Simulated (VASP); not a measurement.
# F2 in VASP: single point with PBE

Aim: the single point of F2 with PBE.

Everything below comes from runs of VASP 6.6.1. Logs are shortened: lines on timing, memory, paths and dates and some standing lists are left out, and cuts for length are marked.

### 1 The cell of the first run

The cell holds a molecule in a box, 2 atoms: a = 12.000 Å, b = 12.300 Å, c = 12.600 Å, α = 90.00°, β = 90.00°, γ = 90.00°.

### 2 Single point, PBE

The input, INCAR:

```
PREC = Accurate ; ENCUT = 520
EDIFF = 1E-6 ; ISMEAR = -1
SIGMA = 0.01 ; LREAL = False
LASPH = True ; NELM = 120
ALGO = Normal ; ISIF = 2
LWAVE = False ; LCHARG = True
GGA = PE ; LELF = True
LVHAR = True ; NBANDS = 14
GGA_COMPAT = False ; NELMDL = -8
```

The input, KPOINTS:

```
regular mesh
0
Gamma
  1 1 1
```

The input, POSCAR:

```
F
1.0
   12.0000000000      0.0000000000      0.0000000000
    0.0000000000     12.3000000000      0.0000000000
    0.0000000000      0.0000000000     12.6000000000
F
2
Direct
    0.5000000000      0.5000000000      0.4438838973
    0.5000000000      0.5000000000      0.5561161027
```

Potentials or basis: VASP PAW PBE potentials, release 64 (F).

Run with:

```bash
$ cat potpaw_PBE.64/F/POTCAR > POTCAR
$ mpirun -np 1 vasp_gam > vasp.out
```

OUTCAR:

```text
PREC = Accurate
   ENCUT = 520
   EDIFF = 1E-6
   ISMEAR = -1
   LREAL = False
   LASPH = True
   NELM = 120
   ISIF = 2
   GGA = PE
   NELMDL = -8

 ion  position               nearest neighbor table
   1  0.500  0.500  0.444-   2 1.41
   2  0.500  0.500  0.556-   1 1.41

  LATTYP: Found a simple orthorhombic cell.
 ALAT       =    12.0000000000
 B/A-ratio  =     1.0250000000
 C/A-ratio  =     1.0500000000

  Lattice vectors:

 A1 = (  12.0000000000,   0.0000000000,   0.0000000000)
 A2 = (   0.0000000000,  12.3000000000,   0.0000000000)
 A3 = (   0.0000000000,   0.0000000000,  12.6000000000)

Analysis of symmetry for initial positions (statically):
=====================================================================
 Subroutine PRICEL returns:
 Original cell was already a primitive cell.

 Routine SETGRP: Setting up the symmetry group for a
 simple orthorhombic supercell.

 Subroutine GETGRP returns: Found  8 space group operations
 (whereof  8 operations were pure point group operations)
 out of a pool of  8 trial point group operations.

The static configuration has the point symmetry D_2h.

Analysis of symmetry for dynamics (positions and initial velocities):
=====================================================================
 Subroutine PRICEL returns:
 Original cell was already a primitive cell.

 Routine SETGRP: Setting up the symmetry group for a
 simple orthorhombic supercell.

 Subroutine GETGRP returns: Found  8 space group operations
 (whereof  8 operations were pure point group operations)
 out of a pool of  8 trial point group operations.

The dynamic configuration has the point symmetry D_2h.

 Subroutine INISYM returns: Found  8 space group operations
 (whereof  8 operations are pure point group operations),
 and found     1 'primitive' translations

----------------------------------------------------------------------------------------

                                     Primitive cell

  volume of cell :    1859.7600

  direct lattice vectors                    reciprocal lattice vectors
    12.000000000  0.000000000  0.000000000     0.083333333  0.000000000  0.000000000
     0.000000000 12.300000000  0.000000000     0.000000000  0.081300813  0.000000000
     0.000000000  0.000000000 12.600000000     0.000000000  0.000000000  0.079365079

  length of vectors
    12.000000000 12.300000000 12.600000000     0.083333333  0.081300813  0.079365079

  position of ions in fractional coordinates (direct lattice)
     0.500000000  0.500000000  0.443883897
     0.500000000  0.500000000  0.556116103

  ion indices of the primitive-cell ions
   primitive index   ion index
                 1           1
                 2           2

----------------------------------------------------------------------------------------

 KPOINTS: regular mesh

Automatic generation of k-mesh.
 Grid dimensions read from file:
 generate k-points for:    1    1    1

 Generating k-lattice:

  Cartesian coordinates                     Fractional coordinates (reciprocal lattice)
     0.083333333  0.000000000  0.000000000     1.000000000  0.000000000  0.000000000
     0.000000000  0.081300813  0.000000000     0.000000000  1.000000000  0.000000000
     0.000000000  0.000000000  0.079365079     0.000000000  0.000000000  1.000000000

  Length of vectors
     0.083333333  0.081300813  0.079365079

  Shift w.r.t. Gamma in fractional coordinates (k-lattice)
     0.000000000  0.000000000  0.000000000

 Subroutine IBZKPT returns following result:
 ===========================================

 Found      1 irreducible k-points:

 Following reciprocal coordinates:
            Coordinates               Weight
  0.000000  0.000000  0.000000      1.000000
   k-points           NKPTS =      1   k-points in BZ     NKDIM =      1   number of bands    NBANDS=     14
   number of dos      NEDOS =    301   number of ions     NIONS =      2
   total plane-waves  NPLWV = 829440
   dimension x,y,z NGX =    90 NGY =   96 NGZ =   96
   dimension x,y,z NGXF=   180 NGYF=  192 NGZF=  192
   ions per type =               2
   NGX,Y,Z   is equivalent  to a cutoff of  12.47, 12.98, 12.67 a.u.
   NGXF,Y,Z  is equivalent  to a cutoff of  24.94, 25.95, 25.33 a.u.
 SYSTEM =  unknown system
   PREC   = accura    normal or accurate (medium, high low for compatibility)
   ISTART =      0    job   : 0-new  1-cont  2-samecut
   ICHARG =      2    charge: 1-file 2-atom 10-const
   ISPIN  =      1    spin polarized calculation?
   LNONCOLLINEAR =      F non collinear calculations
   LSORBIT =      F    spin-orbit coupling
   LASPH  =      T    aspherical Exc in radial PAW
   ENCUT  =  520.0 eV  38.22 Ry    6.18 a.u.  22.31 22.87 23.43*2*pi/ulx,y,z
   NELM   =    120;   NELMIN=  2; NELMDL= -8     # of ELM steps
   EDIFF  = 0.1E-05   stopping-criterion for ELM
   LREAL  =      F    real-space projection
   EDIFFG = 0.1E-04   stopping-criterion for IOM
   NSW    =      0    number of steps for IOM
   IBRION =     -1    ionic relax: 0-MD 1-quasi-New 2-CG
   NFREE  =      0    steps in history (QN), initial steepest desc. (CG)
   ISIF   =      2    stress and relaxation
   ISYM   =      2    0-nonsym 1-usesym 2-fastsym
   POTIM  = 0.5000    time-step for ionic-motion
   TEBEG  =    0.0;   TEEND  =   0.0 temperature during run
   PSTRESS=    0.0 pullay stress
   NELECT =      14.0000    total number of electrons
   NUPDOWN=      -1.0000    fix difference up-down
   EMIN   =  10.00;   EMAX   =-10.00  energy-range for DOS
   EFERMI =   0.00;   METHOD = LEGACY
   ISMEAR =    -1;   SIGMA  =   0.01  broadening in eV -4-tet -1-fermi 0-gaus
   EFERMI_NEDOS =   21; number of points for ismear=-14 and -15
   IALGO  =     38    algorithm
   IMIX   =      4    mixing-type and parameters
     AMIX     =   0.40;   BMIX     =  1.00
     AMIX_MAG =   1.60;   BMIX_MAG =  1.00
  volume/ion in A,a.u.               =     929.88      6275.14
  Fermi-wavevector in a.u.,A,eV,Ry     =   0.320847  0.606314  1.400625  0.102943
  Thomas-Fermi vector in A             =   1.207823
   LORBIT       =      0    0 simple, 1 ext, 2 COOP (PROOUT), +10 PAW based schemes
   GGA     = PE    functional components
   LHFCALC =     F    Hartree Fock is set to
   AEXX    =    0.0000 exact exchange contribution
   IVDW    =     0    specifies the selected vdW correction
   LEPSILON=     F    determine dielectric tensor
   LRPA    =     F    only Hartree local field effects (RPA)
 non-spin polarized calculation
  energy-cutoff  :      520.00
  volume of cell :     1859.76
 maximum number of plane-waves:     25042
 NGX is ok and might be reduce to    90
   NGX = 45   NGY = 45   NGZ = 47

 number of electron      13.9999995 magnetization

 Free energy of the ion-electron system (eV)
  ---------------------------------------------------
  ext. energy  EPLUGINS =         0.00000000
  ---------------------------------------------------
  free energy    TOTEN  =        -3.61646089 eV

  energy without entropy =       -3.61646089  energy(sigma->0) =       -3.61646089

 E-fermi :  -9.0599     XC(G=0):  -0.3050

 val. band max:       -9.3863029590   @ k =   0.0000   0.0000   0.0000
 cond. band min:      -5.8536593422   @ k =   0.0000   0.0000   0.0000
 fundamental gap:      3.5326436168
 Fermi energy:        -9.0599240971

 k-point     1 :       0.0000    0.0000    0.0000
  band No.  band energies     occupation
      1     -33.9643      2.00000
      2     -27.6503      2.00000
      3     -15.3348      2.00000
      4     -12.7559      2.00000
      5     -12.7559      2.00000
      6      -9.3863      2.00000
      7      -9.3863      2.00000
      8      -5.8537      0.00000
      9      -0.2419      0.00000
     10       0.5978      0.00000
     11       0.7634      0.00000
     12       0.8416      0.00000
     13       0.8834      0.00000
     14       0.9586      0.00000

------------------------ aborting loop because EDIFF is reached ----------------------------------------

  FORCE on cell =-STRESS in cart. coord.  units (eV):
  Direction    XX          YY          ZZ          XY          YZ          ZX
  --------------------------------------------------------------------------------------
  -------------------------------------------------------------------------------------
  Total       -0.1139663     -0.1151536      0.4323607     -0.0000000      0.0000000      0.0000000
  in kB       -0.0981816     -0.0992045      0.3724774     -0.0000000      0.0000000      0.0000000
  external PRESSURE =       0.0583638 kB  Pullay stress =       0.0000000 kB

 VOLUME and BASIS-vectors are now :
 -----------------------------------------------------------------------------
  energy-cutoff  :      520.00
  volume of cell :     1859.76
      direct lattice vectors                 reciprocal lattice vectors
    12.000000000  0.000000000  0.000000000     0.083333333  0.000000000  0.000000000
     0.000000000 12.300000000  0.000000000     0.000000000  0.081300813  0.000000000
     0.000000000  0.000000000 12.600000000     0.000000000  0.000000000  0.079365079

 POSITION                                       TOTAL-FORCE (eV/Angst)
 -----------------------------------------------------------------------------------
      6.00000      6.15000      5.59294         0.000000      0.000000     -0.369780
      6.00000      6.15000      7.00706         0.000000      0.000000      0.369780
 -----------------------------------------------------------------------------------
    total drift:                                0.000000      0.000000      0.000000

  FREE ENERGIE OF THE ION-ELECTRON SYSTEM (eV)
  ---------------------------------------------------
  free  energy   TOTEN  =        -3.6164608861 eV

  energy  without entropy=       -3.6164608861  energy(sigma->0) =       -3.61646089
```

Run time: 75 s. Hardware: 1 thread of AMD EPYC 9R45 (Zen 5), shared host; peak memory 1.2 GiB.

What came out:

- Free energy: -3.6165 eV
- Largest force: 0.370 eV/Å
- Gap between the frontier levels: 3.53 eV

Forces in eV/Å, atoms in the order of the input:
```
F    0.000  0.000 -0.370
F    0.000  0.000  0.370
```
